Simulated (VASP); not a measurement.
# Al2Cu in VASP: notebook

Runs on Al2Cu. Level: PBEsol. Tasks: single point.

All numbers are computed with VASP 6.6.1; they aren't measurements. Logs are shortened: lines on timing, memory, paths and dates and some standing lists are left out, and cuts for length are marked.

## Step 1: The cell of the first run

The typed cell holds 3 atoms: a = 3.988 Å, b = 3.988 Å, c = 3.988 Å, α = 120.00°, β = 120.00°, γ = 90.00°.

## Step 2: Single point, PBEsol (strain -0.015 along x and y, -0.015 along z)

Input file INCAR:

```
SYSTEM = Al2Cu
PREC = Accurate ; ENCUT = 520
EDIFF = 1E-7 ; ISMEAR = 0
SIGMA = 0.15 ; LREAL = .FALSE.
LASPH = .TRUE. ; NELM = 100
ALGO = Fast ; ISIF = 2
LWAVE = .FALSE. ; LCHARG = .FALSE.
GGA = PS ; NBANDS = 16
```

Input file KPOINTS:

```
Automatic mesh
0
G
  16 16 16
  0 0 0
```

Input file POSCAR:

```
Al2Cu
1.0
   -1.9942620736      1.9942620736      2.8200684608
    1.9942620736     -1.9942620736      2.8200684608
    1.9942620736      1.9942620736     -2.8200684608
Al Cu
2 1
Direct
    0.7500000000      0.2500000000      0.5000000000
    0.2500000000      0.7500000000      0.5000000000
    0.5000000000      0.5000000000      0.0000000000
```

Potentials or basis: VASP PAW PBE potentials, release 64 (Al, Cu).

Command:

```console
cat potpaw_PBE.64/Al/POTCAR potpaw_PBE.64/Cu/POTCAR > POTCAR
mpirun -np 1 vasp_std > vasp.out
```

OUTCAR:

```text
SYSTEM = Al2Cu
   PREC = Accurate
   ENCUT = 520
   EDIFF = 1E-7
   ISMEAR = 0
   LREAL = .FALSE.
   LASPH = .TRUE.
   NELM = 100
   ISIF = 2
   GGA = PS

 ion  position               nearest neighbor table
   1  0.750  0.250  0.500-   3 2.44   3 2.44   3 2.44   3 2.44   2 2.82   2 2.82   2 2.82   2 2.82
                             2 2.82   2 2.82
   2  0.250  0.750  0.500-   3 2.44   3 2.44   3 2.44   3 2.44   1 2.82   1 2.82   1 2.82   1 2.82
                             1 2.82   1 2.82
   3  0.500  0.500  0.000-   1 2.44   2 2.44   1 2.44   2 2.44   2 2.44   1 2.44   2 2.44   1 2.44

  LATTYP: Found a body centered tetragonal cell.
 ALAT       =     3.9885241472
 C/A-ratio  =     1.4140912060

  Lattice vectors:

 A1 = (  -1.9942620736,   1.9942620736,   2.8200684608)
 A2 = (   1.9942620736,  -1.9942620736,   2.8200684608)
 A3 = (   1.9942620736,   1.9942620736,  -2.8200684608)

Analysis of symmetry for initial positions (statically):
=====================================================================
 Subroutine PRICEL returns:
 Original cell was already a primitive cell.

 Routine SETGRP: Setting up the symmetry group for a
 body centered tetragonal supercell.

 Subroutine GETGRP returns: Found 16 space group operations
 (whereof 16 operations were pure point group operations)
 out of a pool of 16 trial point group operations.

The static configuration has the point symmetry D_4h.

Analysis of symmetry for dynamics (positions and initial velocities):
=====================================================================
 Subroutine PRICEL returns:
 Original cell was already a primitive cell.

 Routine SETGRP: Setting up the symmetry group for a
 body centered tetragonal supercell.

 Subroutine GETGRP returns: Found 16 space group operations
 (whereof 16 operations were pure point group operations)
 out of a pool of 16 trial point group operations.

The dynamic configuration has the point symmetry D_4h.

 Subroutine INISYM returns: Found 16 space group operations
 (whereof 16 operations are pure point group operations),
 and found     1 'primitive' translations

----------------------------------------------------------------------------------------

                                     Primitive cell

  volume of cell :      44.8626

  direct lattice vectors                    reciprocal lattice vectors
    -1.994262074  1.994262074  2.820068461     0.000000000  0.250719304  0.177300660
     1.994262074 -1.994262074  2.820068461     0.250719304  0.000000000  0.177300660
     1.994262074  1.994262074 -2.820068461     0.250719304  0.250719304  0.000000000

  length of vectors
     3.988351609  3.988351609  3.988351609     0.307076039  0.307076039  0.354570641

  position of ions in fractional coordinates (direct lattice)
     0.750000000  0.250000000  0.500000000
     0.250000000  0.750000000  0.500000000
     0.500000000  0.500000000  0.000000000

  ion indices of the primitive-cell ions
   primitive index   ion index
                 1           1
                 2           2
                 3           3

----------------------------------------------------------------------------------------

 KPOINTS: Automatic mesh

Automatic generation of k-mesh.
 Grid dimensions read from file:
 generate k-points for:   16   16   16

 Generating k-lattice:

  Cartesian coordinates                     Fractional coordinates (reciprocal lattice)
     0.000000000  0.015669957  0.011081291     0.062500000 -0.000000000  0.000000000
     0.015669957  0.000000000  0.011081291    -0.000000000  0.062500000  0.000000000
     0.015669957  0.015669957  0.000000000     0.000000000  0.000000000  0.062500000

  Length of vectors
     0.019192252  0.019192252  0.022160665

  Shift w.r.t. Gamma in fractional coordinates (k-lattice)
     0.000000000  0.000000000  0.000000000

 Subroutine IBZKPT returns following result:
 ===========================================

 Found    349 irreducible k-points:

 Following reciprocal coordinates:
            Coordinates               Weight
  0.000000  0.000000  0.000000      1.000000
  0.062500  0.000000  0.000000      8.000000
  0.125000  0.000000  0.000000      8.000000
  0.187500 -0.000000  0.000000      8.000000
  0.250000  0.000000  0.000000      8.000000
  0.312500  0.000000 -0.000000      8.000000
[... 16 lines left out ...]
 -0.125000  0.062500  0.000000     16.000000
 -0.062500  0.062500  0.000000      4.000000
 [... further k-points ...]
   k-points           NKPTS =    349   k-points in BZ     NKDIM =    349   number of bands    NBANDS=     16
   number of dos      NEDOS =    301   number of ions     NIONS =      3
   total plane-waves  NPLWV =  27000
   dimension x,y,z NGX =    30 NGY =   30 NGZ =   30
   dimension x,y,z NGXF=    60 NGYF=   60 NGZF=   60
   ions per type =               2   1
   NGX,Y,Z   is equivalent  to a cutoff of  12.50, 12.50, 12.50 a.u.
   NGXF,Y,Z  is equivalent  to a cutoff of  25.01, 25.01, 25.01 a.u.
 SYSTEM =  Al2Cu
   PREC   = accura    normal or accurate (medium, high low for compatibility)
   ISTART =      0    job   : 0-new  1-cont  2-samecut
   ICHARG =      2    charge: 1-file 2-atom 10-const
   ISPIN  =      1    spin polarized calculation?
   LNONCOLLINEAR =      F non collinear calculations
   LSORBIT =      F    spin-orbit coupling
   LASPH  =      T    aspherical Exc in radial PAW
   ENCUT  =  520.0 eV  38.22 Ry    6.18 a.u.   7.42  7.42  7.42*2*pi/ulx,y,z
   NELM   =    100;   NELMIN=  2; NELMDL= -5     # of ELM steps
   EDIFF  = 0.1E-06   stopping-criterion for ELM
   LREAL  =      F    real-space projection
   EDIFFG = 0.1E-05   stopping-criterion for IOM
   NSW    =      0    number of steps for IOM
   IBRION =     -1    ionic relax: 0-MD 1-quasi-New 2-CG
   NFREE  =      0    steps in history (QN), initial steepest desc. (CG)
   ISIF   =      2    stress and relaxation
   ISYM   =      2    0-nonsym 1-usesym 2-fastsym
   POTIM  = 0.5000    time-step for ionic-motion
   TEBEG  =    0.0;   TEEND  =   0.0 temperature during run
   PSTRESS=    0.0 pullay stress
   NELECT =      17.0000    total number of electrons
   NUPDOWN=      -1.0000    fix difference up-down
   EMIN   =  10.00;   EMAX   =-10.00  energy-range for DOS
   EFERMI =   0.00;   METHOD = LEGACY
   ISMEAR =     0;   SIGMA  =   0.15  broadening in eV -4-tet -1-fermi 0-gaus
   EFERMI_NEDOS =   21; number of points for ismear=-14 and -15
   IALGO  =     68    algorithm
   IMIX   =      4    mixing-type and parameters
     AMIX     =   0.40;   BMIX     =  1.00
     AMIX_MAG =   1.60;   BMIX_MAG =  1.00
  volume/ion in A,a.u.               =      14.95       100.92
  Fermi-wavevector in a.u.,A,eV,Ry     =   1.184667  2.238697 19.094918  1.403437
  Thomas-Fermi vector in A             =   2.320877
   LORBIT       =      0    0 simple, 1 ext, 2 COOP (PROOUT), +10 PAW based schemes
   GGA     = PS    functional components
   LHFCALC =     F    Hartree Fock is set to
   AEXX    =    0.0000 exact exchange contribution
   IVDW    =     0    specifies the selected vdW correction
   LEPSILON=     F    determine dielectric tensor
   LRPA    =     F    only Hartree local field effects (RPA)
 non-spin polarized calculation
 RMM-DIIS sequential band-by-band and
 Gauss-broadening in eV      SIGMA  =   0.15
  energy-cutoff  :      520.00
  volume of cell :       44.86
 maximum number of plane-waves:      1243
 NGX is ok and might be reduce to    30
   NGX = 15   NGY = 15   NGZ = 15

 number of electron      17.0000014 magnetization

 Free energy of the ion-electron system (eV)
  ---------------------------------------------------
  ext. energy  EPLUGINS =         0.00000000
  ---------------------------------------------------
  free energy    TOTEN  =       -12.98204460 eV

  energy without entropy =      -12.97304348  energy(sigma->0) =      -12.97754404

 E-fermi :   7.5691     XC(G=0): -10.8262

 val. band max:        7.5521209087   @ k =  -0.2500  -0.2500   0.1875
 cond. band min:       7.5755230342   @ k =   0.1250   0.0625   0.0000
 fundamental gap:      0.0234021255
 Fermi energy:         7.5691028731

 k-point     1 :       0.0000    0.0000    0.0000
  band No.  band energies     occupation
      1      -3.0237      2.00000
      2       2.7571      2.00000
      3       2.7572      2.00000
      4       2.7572      2.00000
      5       3.3498      2.00000
      6       3.3500      2.00000
[... 8 lines left out ...]
     15      14.8152      0.00000
     16      14.8182      0.00000

 k-point     2 :       0.0625    0.0000    0.0000
  band No.  band energies     occupation
      1      -2.9690      2.00000
      2       2.7403      2.00000
      3       2.7660      2.00000
      4       2.7660      2.00000
      5       3.3474      2.00000
      6       3.3475      2.00000
[... 8 lines left out ...]
     15      14.0929      0.00000
     16      14.6603      0.00000

 k-point     3 :       0.1250    0.0000    0.0000
  band No.  band energies     occupation
      1      -2.8054      2.00000
      2       2.6891      2.00000
      3       2.7904      2.00000
      4       2.7904      2.00000
      5       3.3419      2.00000
      6       3.3420      2.00000
[... 8 lines left out ...]
     15      13.7891      0.00000
     16      14.3508      0.00000

 k-point     4 :       0.1875   -0.0000    0.0000
  band No.  band energies     occupation
      1      -2.5345      2.00000
      2       2.5998      2.00000
      3       2.8244      2.00000
      4       2.8244      2.00000
      5       3.3381      2.00000
      6       3.3383      2.00000
[... 8 lines left out ...]
     15      13.8114      0.00000
     16      14.8755      0.00000
[... 324 lines left out ...]
 k-point    22 :      -0.1875    0.0625   -0.0000
  band No.  band energies     occupation
      1      -2.5882      2.00000
      2       2.6252      2.00000
      3       2.8187      2.00000
      4       2.8205      2.00000
      5       3.3071      2.00000
      6       3.3647      2.00000
[... 8 lines left out ...]
     15      14.2589      0.00000
     16      14.8873      0.00000

 k-point    23 :      -0.1250    0.0625    0.0000
  band No.  band energies     occupation
      1      -2.8234      2.00000
      2       2.6982      2.00000
      3       2.7879      2.00000
      4       2.7885      2.00000
      5       3.3212      2.00000
      6       3.3613      2.00000
[... 8 lines left out ...]
     15      14.2532      0.00000
     16      14.7910      0.00000

 k-point    24 :      -0.0625    0.0625    0.0000
  band No.  band energies     occupation
      1      -2.9507      2.00000
      2       2.7361      2.00000
      3       2.7686      2.00000
      4       2.7687      2.00000
      5       3.3362      2.00000
      6       3.3566      2.00000
[... 8 lines left out ...]
     15      14.8988      0.00000
     16      14.9017      0.00000

 [... further k-points ...]

------------------------ aborting loop because EDIFF is reached ----------------------------------------

  FORCE on cell =-STRESS in cart. coord.  units (eV):
  Direction    XX          YY          ZZ          XY          YZ          ZX
  --------------------------------------------------------------------------------------
  -------------------------------------------------------------------------------------
  Total        1.5551570      1.5551570      1.5580612      0.0000000     -0.0000000      0.0000000
  in kB       55.5393410     55.5393410     55.6430576      0.0000000     -0.0000000      0.0000000
  external PRESSURE =      55.5739132 kB  Pullay stress =       0.0000000 kB

 VOLUME and BASIS-vectors are now :
 -----------------------------------------------------------------------------
  energy-cutoff  :      520.00
  volume of cell :       44.86
      direct lattice vectors                 reciprocal lattice vectors
    -1.994262074  1.994262074  2.820068461     0.000000000  0.250719304  0.177300660
     1.994262074 -1.994262074  2.820068461     0.250719304  0.000000000  0.177300660
     1.994262074  1.994262074 -2.820068461     0.250719304  0.250719304  0.000000000

 POSITION                                       TOTAL-FORCE (eV/Angst)
 -----------------------------------------------------------------------------------
     -0.00000      1.99426      1.41003         0.000000     -0.000000      0.000000
      1.99426     -0.00000      1.41003        -0.000000      0.000000     -0.000000
      0.00000      0.00000      2.82007         0.000000     -0.000000      0.000000
 -----------------------------------------------------------------------------------
    total drift:                                0.000000     -0.000000      0.000000

  FREE ENERGIE OF THE ION-ELECTRON SYSTEM (eV)
  ---------------------------------------------------
  free  energy   TOTEN  =       -12.9820445976 eV

  energy  without entropy=      -12.9730434773  energy(sigma->0) =      -12.97754404
```

Wall time 9.1 min (1 thread of Intel Xeon 8259CL, shared host); peak memory 0.37 GiB.

Results:

| Property | Result |
| --- | --- |
| Free energy | -12.9820 eV |
| Pressure | 5.6 GPa |
| Band gap on the k mesh | zero (an odd number of electrons rules out a gap without spin polarisation) |

Caveat: the cell differs from its parent crystal (strain -0.015 along x and y, -0.015 along z); the cell stands under pressure; the PAW data sets were made with another functional, which shifts forces and pressure a little.

## Step 3: Single point, PBEsol (strain -0.030 along x and y, +0.030 along z)

Input file INCAR:

```
  PREC = Accurate
  ENCUT = 520
  EDIFF = 1E-7
  ISMEAR = 0
  SIGMA = 0.15
  LREAL = F
  LASPH = T
  NELM = 60
  ALGO = Fast
  ISIF = 2
  LWAVE = F
  LCHARG = F
  GGA = PS
  NBANDS = 16
```

Input file KPOINTS:

```
regular mesh
0
Gamma
  16 16 16
```

Input file POSCAR:

```
Al2Cu
1.0
   -1.9638926004      1.9638926004      2.9489040758
    1.9638926004     -1.9638926004      2.9489040758
    1.9638926004      1.9638926004     -2.9489040758
Al Cu
2 1
Direct
    0.7500000000      0.2500000000      0.5000000000
    0.2500000000      0.7500000000      0.5000000000
    0.5000000000      0.5000000000      0.0000000000
```

Potentials or basis: VASP PAW PBE potentials, release 64 (Al, Cu).

Command:

```console
cat potpaw_PBE.64/Al/POTCAR potpaw_PBE.64/Cu/POTCAR > POTCAR
mpirun -np 1 vasp_std > vasp.out
```

It took 8.4 min on 1 thread of Intel Xeon 8259CL, shared host; peak memory 0.36 GiB.

It converged, with:

* Free energy: -12.9649 eV
* Pressure: 4.0 GPa
* Band gap on the k mesh: zero (an odd number of electrons rules out a gap without spin polarisation)

Stress tensor (GPa, compression positive):
```
 6.01  0.00  0.00
 0.00  6.01  0.00
 0.00  0.00 -0.06
```

Levels at points of the mesh, in eV from the Fermi level:
```
           k point  band 7  band 8  band 9  band 10  band 11  band 12
(0.00, 0.00, 0.00)    2.59    2.85    2.85     3.08     3.08     3.53
(0.50, 0.00, 0.00)   -4.04    0.31    0.90     2.64     3.18     4.30
(0.50, 0.50, 0.00)   -3.77   -2.40   -1.96     0.28     1.37     9.06
(0.50, 0.50, 0.50)   -3.97   -1.78   -1.78     1.02     1.71     9.12
```

Caveat: the cell differs from its parent crystal (strain -0.030 along x and y, +0.030 along z); the cell stands under pressure; the PAW data sets were made with another functional, which shifts forces and pressure a little.
